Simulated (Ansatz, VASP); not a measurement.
This is a calculation of NiO for VASP 6.6.1.

The input INCAR:

```
PREC = Accurate
ENCUT = 600
EDIFF = 1E-6
ISMEAR = -5
SIGMA = 0.05
LREAL = F
LASPH = T
NELM = 150
ALGO = Normal
ISIF = 3
LWAVE = F
LCHARG = F
ISPIN = 2
MAGMOM = 1.75 0.38
LORBIT = 11
LMAXMIX = 4
GGA = B5
ALDAX = 1.0
AGGAX = 1.0
AGGAC = 1.0
ALDAC = 0.0
IBRION = 2
NSW = 80
EDIFFG = -0.005
```

Contents of KPOINTS:

```
regular mesh
0
Gamma
  11 11 11
```

The input POSCAR:

```
NiO
1.0
    0.0000000000      2.0859016414      2.0859016414
    2.0859016414      0.0000000000      2.0859016414
    2.0859016414      2.0859016414      0.0000000000
Ni O
1 1
Direct
    0.0000000000      0.0000000000      0.0000000000
    0.5000000000      0.5000000000      0.5000000000
```

Potentials or basis: VASP PAW PBE potentials, release 64 (Ni, O).

Launch:

```console
$ cat potpaw_PBE.64/Ni/POTCAR potpaw_PBE.64/O/POTCAR > POTCAR
$ mpirun -np 1 vasp_std > vasp.out
```

Task: Set up the same calculation for Ansatz 0.2.0. Potentials there: all-electron LAPW, scalar-relativistic.

Result: As run (the cutoff follows the program's own potentials):

input.yaml

```yaml
crystal:
  lattice:
    - [0.0, 2.0859016414, 2.0859016414]
    - [2.0859016414, 0.0, 2.0859016414]
    - [2.0859016414, 2.0859016414, 0.0]
  atoms:
    - { symbol: Ni, position: [0.0, 0.0, 0.0] }
    - { symbol: O, position: [0.5, 0.5, 0.5] }
kpoints:
  mp_grid: { grid: [11, 11, 11] }
scf:
  occupations: { method: tetrahedron }
hamiltonian:
  xc: blyp
  pseudopotentials: { kind: all_electron, lapw: { basis_error: 0.001 } }
magnetization:
  spin_polarized: true
output:
  forces: true
  stress: true
relax:
  f_tol: 0.005
  max_steps: 60
  cell: {}
```

Potentials or basis: all-electron LAPW, scalar-relativistic.

Run with:

```console
$ ansatz run input.yaml --threads 2 --pin off --max-ram 6144MiB --backend cpu --events-out ev --progress --plain --runs-dir out
```

Both were run:

|  | VASP | Ansatz | Ansatz less VASP |
| --- | --- | --- | --- |
| gap on the k mesh at the Fermi level, each at its own relaxed structure (eV) | none | none | - |
| net moment per atom (μB) | 0.96 | 0.98 | +0.019 |
| size of the moment on the site where the two differ most (μB) | 1.54 | 1.59 | +0.050 |
| relaxed volume (Å³/atom) | 9.82 | 9.86 | +0.038 |
| relaxed cell length with the largest relative difference (Å) | 3.028 | 3.032 | +0.0039 |

VASP's potentials were made for PBE, not for BLYP. Site moments also hang on the region over which each program counts them. A gap of «none» marks a metal or a gap that the smearing closes. Ansatz ran all-electron here, and VASP with PAW potentials.
